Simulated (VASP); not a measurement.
# Rb (Fm-3m) in VASP: further runs, part 2 of 2

VASP 6.6.1.

## 5. Relaxation of cell and atoms, PBE

The input, INCAR:

```
SYSTEM = Rb
PREC = Accurate
ENCUT = 600
EDIFF = 1E-6
ISMEAR = -1
SIGMA = 0.05
LREAL = .False.
LASPH = .True.
NELM = 100
ALGO = Normal
ISIF = 3
LWAVE = .False.
LCHARG = .False.
GGA = PE
IBRION = 2
NSW = 45
EDIFFG = -0.005
```

The input, KPOINTS:

```
Automatic mesh
0
Gamma
  10 10 10
  0 0 0
```

The input, POSCAR:

```
Rb
1.0
    0.0000000000      3.5730106134      3.5730106134
    3.5730106134      0.0000000000      3.5730106134
    3.5730106134      3.5730106134      0.0000000000
Rb
1
Direct
    0.0000000000      0.0000000000      0.0000000000
```

Potentials or basis: VASP PAW PBE potentials, release 64 (Rb_sv).

On the command line:

```
cat potpaw_PBE.64/Rb_sv/POTCAR > POTCAR
mpirun -np 1 vasp_std > vasp.out
```

OUTCAR:

```text
SYSTEM = Rb
   PREC = Accurate
   ENCUT = 600
   EDIFF = 1E-6
   ISMEAR = -1
   LREAL = .False.
   LASPH = .True.
   NELM = 100
   ISIF = 3
   GGA = PE
   IBRION = 2
   NSW = 45
   EDIFFG = -0.005

 ion  position               nearest neighbor table
   1  0.000  0.000  0.000-

  LATTYP: Found a face centered cubic cell.
 ALAT       =     7.1460212268

  Lattice vectors:

 A1 = (   0.0000000000,   3.5730106134,   3.5730106134)
 A2 = (   3.5730106134,   0.0000000000,   3.5730106134)
 A3 = (   3.5730106134,   3.5730106134,   0.0000000000)

Analysis of symmetry for initial positions (statically):
=====================================================================
 Subroutine PRICEL returns:
 Original cell was already a primitive cell.

 Routine SETGRP: Setting up the symmetry group for a
 face centered cubic supercell.

 Subroutine GETGRP returns: Found 48 space group operations
 (whereof 48 operations were pure point group operations)
 out of a pool of 48 trial point group operations.

The static configuration has the point symmetry O_h .

Analysis of symmetry for dynamics (positions and initial velocities):
=====================================================================
 Subroutine PRICEL returns:
 Original cell was already a primitive cell.

 Routine SETGRP: Setting up the symmetry group for a
 face centered cubic supercell.

 Subroutine GETGRP returns: Found 48 space group operations
 (whereof 48 operations were pure point group operations)
 out of a pool of 48 trial point group operations.

The dynamic configuration has the point symmetry O_h .

 Subroutine INISYM returns: Found 48 space group operations
 (whereof 48 operations are pure point group operations),
 and found     1 'primitive' translations

----------------------------------------------------------------------------------------

                                     Primitive cell

  volume of cell :      91.2290

  direct lattice vectors                    reciprocal lattice vectors
     0.000000000  3.573010613  3.573010613    -0.139938011  0.139938011  0.139938011
     3.573010613  0.000000000  3.573010613     0.139938011 -0.139938011  0.139938011
     3.573010613  3.573010613  0.000000000     0.139938011  0.139938011 -0.139938011

  length of vectors
     5.053000068  5.053000068  5.053000068     0.242379746  0.242379746  0.242379746

  position of ions in fractional coordinates (direct lattice)
     0.000000000  0.000000000  0.000000000

  ion indices of the primitive-cell ions
   primitive index   ion index
                 1           1

----------------------------------------------------------------------------------------

 KPOINTS: Automatic mesh

Automatic generation of k-mesh.
 Grid dimensions read from file:
[... 88 lines left out ...]
  Thomas-Fermi vector in A             =   1.854569
   LORBIT       =      0    0 simple, 1 ext, 2 COOP (PROOUT), +10 PAW based schemes
   GGA     = PE    functional components
   LHFCALC =     F    Hartree Fock is set to
   AEXX    =    0.0000 exact exchange contribution
   IVDW    =     0    specifies the selected vdW correction
   LEPSILON=     F    determine dielectric tensor
   LRPA    =     F    only Hartree local field effects (RPA)
 conjugate gradient relaxation of ions
 non-spin polarized calculation
  energy-cutoff  :      600.00
  volume of cell :       91.23
 maximum number of plane-waves:      3071
   NGX = 21   NGY = 21   NGZ = 21

--------------------------------------- Ionic step        1  -------------------------------------------

 number of electron       9.0000000 magnetization

 Free energy of the ion-electron system (eV)
  ---------------------------------------------------
  ext. energy  EPLUGINS =         0.00000000
  ---------------------------------------------------
  free energy    TOTEN  =        -0.94045894 eV

  energy without entropy =       -0.93255399  energy(sigma->0) =       -0.93650646

------------------------ aborting loop because EDIFF is reached ----------------------------------------

  FORCE on cell =-STRESS in cart. coord.  units (eV):
  Direction    XX          YY          ZZ          XY          YZ          ZX
  --------------------------------------------------------------------------------------
  -------------------------------------------------------------------------------------
  Total        0.0058295      0.0058295      0.0058295      0.0000000      0.0000000      0.0000000
  in kB        0.1023792      0.1023792      0.1023792      0.0000000      0.0000000      0.0000000
  external PRESSURE =       0.1023792 kB  Pullay stress =       0.0000000 kB

 VOLUME and BASIS-vectors are now :
 -----------------------------------------------------------------------------
  energy-cutoff  :      600.00
  volume of cell :       91.23
      direct lattice vectors                 reciprocal lattice vectors
     0.000000000  3.573010613  3.573010613    -0.139938011  0.139938011  0.139938011
     3.573010613  0.000000000  3.573010613     0.139938011 -0.139938011  0.139938011
     3.573010613  3.573010613  0.000000000     0.139938011  0.139938011 -0.139938011

 POSITION                                       TOTAL-FORCE (eV/Angst)
 -----------------------------------------------------------------------------------
      0.00000      0.00000      0.00000         0.000000      0.000000      0.000000
 -----------------------------------------------------------------------------------
    total drift:                               -0.000000     -0.000000     -0.000000

  FREE ENERGIE OF THE ION-ELECTRON SYSTEM (eV)
  ---------------------------------------------------
  free  energy   TOTEN  =        -0.9404589417 eV

  energy  without entropy=       -0.9325539867  energy(sigma->0) =       -0.93650646

--------------------------------------- Ionic step        2  -------------------------------------------

 number of electron       9.0000000 magnetization

 Free energy of the ion-electron system (eV)
  ---------------------------------------------------
  ext. energy  EPLUGINS =         0.00000000
  ---------------------------------------------------
  free energy    TOTEN  =        -0.94046253 eV

  energy without entropy =       -0.93255660  energy(sigma->0) =       -0.93650956

 E-fermi :  -0.0218     XC(G=0):  -5.4576

 val. band max:       -0.0319231552   @ k =   0.5000   0.3000   0.1000
 cond. band min:       0.0690714335   @ k =   0.4000   0.4000   0.0000
 fundamental gap:      0.1009945887
 Fermi energy:        -0.0218012466

 k-point     1 :       0.0000    0.0000    0.0000
  band No.  band energies     occupation
      1     -28.8951      2.00000
      2     -12.9387      2.00000
      3     -12.9387      2.00000
      4     -12.9387      2.00000
      5      -1.9642      2.00000
      6       3.5945      0.00000
      7       3.5945      0.00000
      8       3.5945      0.00000
[... 243 lines left out ...]
 k-point    24 :       0.4000    0.3000    0.0000
  band No.  band energies     occupation
      1     -28.8911      2.00000
      2     -13.0096      2.00000
      3     -12.9677      2.00000
      4     -12.9648      2.00000
      5      -0.2722      1.98672
      6       1.9752      0.00000
      7       2.2659      0.00000
      8       4.0375      0.00000

 [... further k-points ...]
[... 5 lines left out ...]
  --------------------------------------------------------------------------------------
  -------------------------------------------------------------------------------------
  Total        0.0026992      0.0026992      0.0026992      0.0000000     -0.0000000      0.0000000
  in kB        0.0473639      0.0473639      0.0473639      0.0000000     -0.0000000      0.0000000
  external PRESSURE =       0.0473639 kB  Pullay stress =       0.0000000 kB

 VOLUME and BASIS-vectors are now :
 -----------------------------------------------------------------------------
  energy-cutoff  :      600.00
  volume of cell :       91.31
      direct lattice vectors                 reciprocal lattice vectors
     0.000000000  3.574015460  3.574015460    -0.139898667  0.139898667  0.139898667
     3.574015460  0.000000000  3.574015460     0.139898667 -0.139898667  0.139898667
     3.574015460  3.574015460  0.000000000     0.139898667  0.139898667 -0.139898667

 POSITION                                       TOTAL-FORCE (eV/Angst)
 -----------------------------------------------------------------------------------
      3.57402      3.57402      0.00000        -0.000000      0.000000      0.000000
 -----------------------------------------------------------------------------------
    total drift:                                0.000000      0.000000     -0.000000

  FREE ENERGIE OF THE ION-ELECTRON SYSTEM (eV)
  ---------------------------------------------------
  free  energy   TOTEN  =        -0.9404625285 eV

  energy  without entropy=       -0.9325565972  energy(sigma->0) =       -0.93650956

 reached required accuracy - stopping structural energy minimisation
```

It took 34 s on 1 thread of Intel Xeon 6975P-C, shared host; peak memory 0.26 GiB.

What came out:

- Free energy: -0.9405 eV
- Relaxed volume: 91.31 Å³/atom
- Relaxed cell: a = 5.054 Å, b = 5.054 Å, c = 5.054 Å, α = 60.00°, β = 60.00°, γ = 60.00°
- Space group after relaxing (to 0.05 Å): Fm-3m (No. 225)
- Energy gained by relaxing: 0.0 meV/atom
- Ionic steps: 2
- Pressure after relaxing: 0.0 GPa

Final structure:
```
CELL_PARAMETERS angstrom
0.00000 3.57402 3.57402
3.57402 0.00000 3.57402
3.57402 3.57402 0.00000
ATOMIC_POSITIONS crystal
Rb 0.00000 0.00000 0.00000
```

## 6. The runs side by side

| task | cell | cutoff (eV) | gap on the mesh (eV) | pressure (GPa) |
| --- | --- | --- | --- | --- |
| single point | a = 5.053 Å, angles 60.0°, 1 atom | 520 | none | 0.0 |
| single point | a = 5.103 Å, angles 60.0°, 1 atom | 520 | none | -0.1 |
| relaxation of cell and atoms | relaxed from a = 5.053 Å, angles 60.0°, 1 atom | 600 | none | 0.0 |

Alike in all rows: level PBE; potentials or basis VASP PAW PBE potentials, release 64 (Rb_sv); no spin polarisation; k mesh 10 × 10 × 10; smearing fermi-dirac 0.05 eV.

Absolute energies hang on the potentials; compare differences alone.
